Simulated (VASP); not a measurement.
# Be (P6_3/mmc) in VASP: relaxation of shape and atoms at fixed volume with r2SCAN

Aim: the relaxation of shape and atoms at fixed volume of Be with r2SCAN.

All numbers are computed with VASP 6.6.1; they aren't measurements. Logs are shortened: lines on timing, memory, paths and dates and some standing lists are left out, and cuts for length are marked.

### Step 1. The cell of the first run

It takes space group P6_3/mmc (No. 194, hexagonal). The conventional cell has a = 2.266 Å, b = 2.266 Å, c = 3.556 Å, α = 90.00°, β = 90.00°, γ = 120.00°. Be (site symmetry -6m2) has 12 Be at 2.21 to 2.27 Å within 2.9 Å.

### Step 2. Relaxation of shape and atoms at fixed volume, r2SCAN (7.91 Å³/atom)

File POSCAR:

```
Be
1.0
    2.2661622181      0.0000000000      0.0000000000
   -1.1330811091      1.9625540500      0.0000000000
    0.0000000000      0.0000000000      3.5555129365
Be
2
Direct
    0.3333333333      0.6666666667      0.7500000000
    0.6666666667      0.3333333333      0.2500000000
```

File INCAR.step1:

```
PREC     = Accurate       # precision mode
ENCUT    = 600            # plane-wave cutoff, eV
ISMEAR   = 0              # smearing method
SIGMA    = 0.05           # smearing width, eV
LREAL    = F              # projectors in reciprocal space
LASPH    = T              # aspherical terms in the spheres
NELM     = 80             # most SCF steps
GGA      = PE             # functional
ALGO     = Normal         # electronic algorithm
EDIFF    = 1E-4           # SCF threshold, eV
LWAVE    = T              # write WAVECAR
LCHARG   = F              # write CHGCAR
```

File INCAR.step2:

```
PREC     = Accurate       # precision mode
ENCUT    = 600            # plane-wave cutoff, eV
EDIFF    = 1E-6           # SCF threshold, eV
ISMEAR   = 0              # smearing method
SIGMA    = 0.05           # smearing width, eV
LREAL    = F              # projectors in reciprocal space
LASPH    = T              # aspherical terms in the spheres
NELM     = 80             # most SCF steps
ALGO     = Normal         # electronic algorithm
ISIF     = 4              # what is computed and relaxed
LWAVE    = F              # write WAVECAR
LCHARG   = F              # write CHGCAR
METAGGA  = R2SCAN         # meta-GGA
LMIXTAU  = T            
IBRION   = 2              # ionic algorithm
NSW      = 60             # ionic steps
EDIFFG   = -0.01          # ionic threshold
ISTART   = 1
```

File KPOINTS:

```
regular mesh
0
Gamma
  20 20 12
```

Potentials or basis: VASP PAW PBE potentials, release 64 (Be).

Command:

```
$ cat potpaw_PBE.64/Be/POTCAR > POTCAR
$ cp INCAR.step1 INCAR
$ mpirun -np 1 vasp_std > vasp.out
$ cp INCAR.step2 INCAR
$ mpirun -np 1 vasp_std > vasp.out
```

OUTCAR:

```text
PREC = Accurate
   ENCUT = 600
   EDIFF = 1E-6
   ISMEAR = 0
   LREAL = F
   LASPH = T
   NELM = 80
   ISIF = 4
   METAGGA = R2SCAN
   IBRION = 2
   NSW = 60
   EDIFFG = -0.01
   ISTART = 1

 ion  position               nearest neighbor table
   1  0.333  0.667  0.750-   2 2.21   2 2.21   2 2.21   2 2.21   2 2.21   2 2.21
   2  0.667  0.333  0.250-   1 2.21   1 2.21   1 2.21   1 2.21   1 2.21   1 2.21

  LATTYP: Found a hexagonal cell.
 ALAT       =     2.2661622181
 C/A-ratio  =     1.5689578213

  Lattice vectors:

 A1 = (   2.2661622181,   0.0000000000,   0.0000000000)
 A2 = (  -1.1330811091,   1.9625540500,   0.0000000000)
 A3 = (   0.0000000000,   0.0000000000,   3.5555129365)

Analysis of symmetry for initial positions (statically):
=====================================================================
 Subroutine PRICEL returns:
 Original cell was already a primitive cell.

 Routine SETGRP: Setting up the symmetry group for a
 hexagonal supercell.

 Subroutine GETGRP returns: Found 24 space group operations
 (whereof 12 operations were pure point group operations)
 out of a pool of 24 trial point group operations.

The static configuration has the point symmetry D_3d.
 The point group associated with its full space group is D_6h.

Analysis of symmetry for dynamics (positions and initial velocities):
=====================================================================
 Subroutine PRICEL returns:
 Original cell was already a primitive cell.

 Routine SETGRP: Setting up the symmetry group for a
 hexagonal supercell.

 Subroutine GETGRP returns: Found 24 space group operations
 (whereof 12 operations were pure point group operations)
 out of a pool of 24 trial point group operations.

The dynamic configuration has the point symmetry D_3d.
 The point group associated with its full space group is D_6h.

 Subroutine INISYM returns: Found 24 space group operations
 (whereof 12 operations are pure point group operations),
 and found     1 'primitive' translations

----------------------------------------------------------------------------------------

                                     Primitive cell

  volume of cell :      15.8130

  direct lattice vectors                    reciprocal lattice vectors
     2.266162218  0.000000000  0.000000000     0.441274677  0.254770053  0.000000000
    -1.133081109  1.962554050  0.000000000     0.000000000  0.509540107  0.000000000
[... 86 lines left out ...]
   LREAL  =      F    real-space projection
   EDIFFG = -.1E-01   stopping-criterion for IOM
   NSW    =     60    number of steps for IOM
   IBRION =      2    ionic relax: 0-MD 1-quasi-New 2-CG
   NFREE  =      1    steps in history (QN), initial steepest desc. (CG)
   ISIF   =      4    stress and relaxation
   ISYM   =      2    0-nonsym 1-usesym 2-fastsym
   POTIM  = 0.5000    time-step for ionic-motion
   TEBEG  =    0.0;   TEEND  =   0.0 temperature during run
   PSTRESS=    0.0 pullay stress
   NELECT =       4.0000    total number of electrons
   NUPDOWN=      -1.0000    fix difference up-down
   EMIN   =  10.00;   EMAX   =-10.00  energy-range for DOS
   EFERMI =   0.00;   METHOD = LEGACY
   ISMEAR =     0;   SIGMA  =   0.05  broadening in eV -4-tet -1-fermi 0-gaus
   EFERMI_NEDOS =   21; number of points for ismear=-14 and -15
   IALGO  =     38    algorithm
   IMIX   =      4    mixing-type and parameters
     AMIX     =   0.40;   BMIX     =  1.00
     AMIX_MAG =   1.60;   BMIX_MAG =  1.00
  volume/ion in A,a.u.               =       7.91        53.36
  Fermi-wavevector in a.u.,A,eV,Ry     =   1.035356  1.956540 14.584940  1.071963
  Thomas-Fermi vector in A             =   2.169696
   LORBIT       =      0    0 simple, 1 ext, 2 COOP (PROOUT), +10 PAW based schemes
   METAGGA = R2SCAN    functional components
   LHFCALC =     F    Hartree Fock is set to
   AEXX    =    0.0000 exact exchange contribution
   IVDW    =     0    specifies the selected vdW correction
   LEPSILON=     F    determine dielectric tensor
   LRPA    =     F    only Hartree local field effects (RPA)
 conjugate gradient relaxation of ions
 non-spin polarized calculation
 Gauss-broadening in eV      SIGMA  =   0.05
  energy-cutoff  :      600.00
  volume of cell :       15.81
 maximum number of plane-waves:       545
   NGX =  9   NGY =  9   NGZ = 15

 number of electron       4.0000000 magnetization

 Free energy of the ion-electron system (eV)
  ---------------------------------------------------
  ext. energy  EPLUGINS =         0.00000000
  ---------------------------------------------------
  free energy    TOTEN  =        -8.68109136 eV

  energy without entropy =       -8.68084925  energy(sigma->0) =       -8.68097031

 E-fermi :   7.0251     XC(G=0): -11.2607

 val. band max:        6.9960697632   @ k =   0.3500   0.3000   0.4167
 cond. band min:       7.0351059141   @ k =   0.3000   0.2000   0.0000
 fundamental gap:      0.0390361509
 Fermi energy:         7.0251262787

 k-point     1 :       0.0000    0.0000    0.0000
  band No.  band energies     occupation
      1      -5.1118      2.00000
      2       2.4129      2.00000
      3       8.2540      0.00000
      4      24.3827      0.00000
      5      24.3827      0.00000
      6      27.4356      0.00000
[... 199 lines left out ...]
 k-point    24 :       0.2500    0.1000    0.0000
  band No.  band energies     occupation
      1      -2.0857      2.00000
      2       6.2791      2.00000
      3       8.3742      0.00000
      4      13.8019      0.00000
      5      17.1460      0.00000
      6      21.8015      0.00000

 [... further k-points ...]

------------------------ aborting loop because EDIFF is reached ----------------------------------------

  FORCE on cell =-STRESS in cart. coord.  units (eV):
  Direction    XX          YY          ZZ          XY          YZ          ZX
  --------------------------------------------------------------------------------------
  -------------------------------------------------------------------------------------
  Total        0.0290592      0.0290592      0.0281233     -0.0000000      0.0000000      0.0000000
  in kB        2.9442799      2.9442799      2.8494531     -0.0000000      0.0000000      0.0000000
  external PRESSURE =       2.9126710 kB  Pullay stress =       0.0000000 kB

 VOLUME and BASIS-vectors are now :
 -----------------------------------------------------------------------------
  energy-cutoff  :      600.00
  volume of cell :       15.81
      direct lattice vectors                 reciprocal lattice vectors
     2.266162218  0.000000000  0.000000000     0.441274677  0.254770053  0.000000000
    -1.133081109  1.962554050  0.000000000     0.000000000  0.509540107  0.000000000
     0.000000000  0.000000000  3.555512936     0.000000000  0.000000000  0.281253371

 POSITION                                       TOTAL-FORCE (eV/Angst)
 -----------------------------------------------------------------------------------
     -0.00000      1.30837      2.66663         0.000000     -0.000000      0.000000
      1.13308      0.65418      0.88888        -0.000000      0.000000      0.000000
 -----------------------------------------------------------------------------------
    total drift:                                0.000000     -0.000000      0.000000

  FREE ENERGIE OF THE ION-ELECTRON SYSTEM (eV)
  ---------------------------------------------------
  free  energy   TOTEN  =        -8.6810913599 eV

  energy  without entropy=       -8.6808492504  energy(sigma->0) =       -8.68097031

 reached required accuracy - stopping structural energy minimisation
```

OUTCAR.step1:

```text
PREC = Accurate
   ENCUT = 600
   ISMEAR = 0
   LREAL = F
   LASPH = T
[... 439 lines left out ...]
 -----------------------------------------------------------------------------------
     -0.00000      1.30837      2.66663         0.000000      0.000000      0.000000
      1.13308      0.65418      0.88888        -0.000000      0.000000      0.000000
 -----------------------------------------------------------------------------------
    total drift:                                0.000000     -0.000000      0.000000

  FREE ENERGIE OF THE ION-ELECTRON SYSTEM (eV)
  ---------------------------------------------------
  free  energy   TOTEN  =        -7.5338231203 eV

  energy  without entropy=       -7.5335028400  energy(sigma->0) =       -7.53366298
```

Wall time 36 s (1 thread of Intel Xeon 6975P-C (Granite Rapids), shared host); peak memory 0.14 GiB.

Results:

```yaml
Free_energy: -8.6811 eV
Pressure_after_relaxing: 0.3 GPa
Band_gap_on_the_k_mesh: zero (bands 2 and 3 overlap by 1.54 eV)
```

Final structure:
```cif
data_structure
_symmetry_space_group_name_H-M 'P 1'
_symmetry_Int_Tables_number 1
_cell_length_a 2.2662
_cell_length_b 2.2662
_cell_length_c 3.5555
_cell_angle_alpha 90.000
_cell_angle_beta 90.000
_cell_angle_gamma 120.000
_cell_volume 15.81
loop_
_atom_site_label
_atom_site_type_symbol
_atom_site_fract_x
_atom_site_fract_y
_atom_site_fract_z
_atom_site_occupancy
Be1 Be 0.33333 0.66667 0.75000 1
Be2 Be 0.66667 0.33333 0.25000 1
```

Levels at points of the mesh, in eV from the Fermi level:
```csv
k point,band 1,band 2,band 3,band 4,band 5
"(0.00, 0.00, 0.00)",-12.14,-4.61,1.23,17.36,17.36
"(0.50, 0.00, 0.00)",-5.31,-3.28,4.04,6.90,7.36
"(0.00, 0.00, 0.50)",-9.79,-9.79,11.63,11.63,19.18
"(0.50, 0.00, 0.50)",-3.77,-3.77,1.64,1.64,13.05
```

Caveat: the PAW data sets were made with another functional, which shifts forces and pressure a little.

The gap in the log of VASP goes by the Fermi energy; the results here count the filled bands.